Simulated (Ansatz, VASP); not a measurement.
## Two plane-wave programs on KCl

The input INCAR:

```
ALGO = Normal ; EDIFF = 1E-6
ENCUT = 520 ; GGA = PE
ISIF = 2 ; ISMEAR = 0
LASPH = True ; LCHARG = False
LREAL = False ; LWAVE = False
NBANDS = 15 ; NELM = 100
PREC = Accurate ; SIGMA = 0.05
```

The input KPOINTS:

```
k-points
0
Gamma
  6 6 6
```

POSCAR

```
KCl
1.0
    0.0000000000      2.9667340000      3.1561000000
    2.9667340000      0.0000000000      3.1561000000
    2.9667340000      2.9667340000      0.0000000000
K Cl
1 1
Direct
    0.0000000000      0.0000000000      0.0000000000
    0.5000000000      0.5000000000      0.5000000000
```

Input for Ansatz:

```yaml
crystal:
  lattice:
    - [0.0, 2.966734, 3.1561]
    - [2.966734, 0.0, 3.1561]
    - [2.966734, 2.966734, 0.0]
  atoms:
    - { symbol: K, position: [0.0, 0.0, 0.0] }
    - { symbol: Cl, position: [0.5, 0.5, 0.5] }
basis:
  ecutwfc: 420
kpoints:
  mp_grid: { grid: [6, 6, 6] }
hamiltonian:
  xc: pbe
scf:
  occupations: { method: gaussian, width: 0.05 }
output:
  forces: true
  stress: true
  eigenvalues: true
```

Change from the starting cell: strain -0.0600 x Voigt [1, 1, 0, 0, 0, 0], atoms carried along.

Alike in both runs: task single point; functional PBE; k mesh 6 × 6 × 6; occupations gaussian, width 0.05 eV; no spin polarisation.

```csv
,VASP,Ansatz
version,VASP 6.6.1,Ansatz 0.2.0
potentials or method,"VASP PAW PBE potentials, release 64 (K_sv, Cl), cutoff 520 eV","scalar-relativistic, plane waves, PAW"
valence electrons in the cell,16,16
```

```tsv
	VASP	Ansatz	Ansatz less VASP
gap on the k mesh at the Fermi level (eV)	5.55	5.56	+0.003
least direct gap on the mesh (eV)	5.55	5.56	+0.003
pressure (GPa)	4.1	4.0	-0.07
traceless stress, the component that is largest in VASP (GPa)	-2.54	-2.49	+0.045
```

The functional is the same, so the differences come from potentials, cutoffs and numerics.
